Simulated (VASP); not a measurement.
Input of a VASP 6.6.1 run:

File INCAR:

```
PREC     = Accurate       # precision mode
ENCUT    = 500            # plane-wave cutoff, eV
EDIFF    = 1E-6           # SCF threshold, eV
ISMEAR   = 0              # smearing method
SIGMA    = 0.01           # smearing width, eV
LREAL    = False          # projectors in reciprocal space
LASPH    = True           # aspherical terms in the spheres
NELM     = 120            # most SCF steps
ALGO     = Normal         # electronic algorithm
ISIF     = 2              # what is computed and relaxed
LWAVE    = False          # write WAVECAR
LCHARG   = False          # write CHGCAR
GGA      = PS             # functional
NBANDS   = 20             # bands
GGA_COMPAT= False
```

The input KPOINTS:

```
Automatic mesh
0
Gamma
  6 6 2
```

POSCAR

```
SnSe2
1.0
    3.8251638426      0.0000000000      0.0000000000
   -1.9125819213      3.3126890613      0.0000000000
    0.0000000000      0.0000000000      6.2270560849
Sn Se
1 2
Direct
    0.0000000000      0.0000000000      0.0000000000
    0.3333333333      0.6666666667      0.2530760455
    0.6666666667      0.3333333333      0.7469239545
```

Potentials or basis: VASP PAW PBE potentials, release 64 (Sn_d, Se).

Launch:

```sh
$ cat potpaw_PBE.64/Sn_d/POTCAR potpaw_PBE.64/Se/POTCAR > POTCAR
$ mpirun -np 1 vasp_std > vasp.out
```

(1) What does it give for the band gap on the k mesh?

(2) Estimate the largest force.

Results:

(1) 0.72 eV (least direct gap 1.03 eV).

(2) 0.093 eV/Å.

Caveat: the k points lie up to 0.50 Å⁻¹ apart; semilocal functionals underestimate gaps, and a narrow one can read as zero; the PAW data sets were made with another functional, which shifts forces and pressure a little; spin-orbit coupling is left out, which moves the levels of the heavy elements.
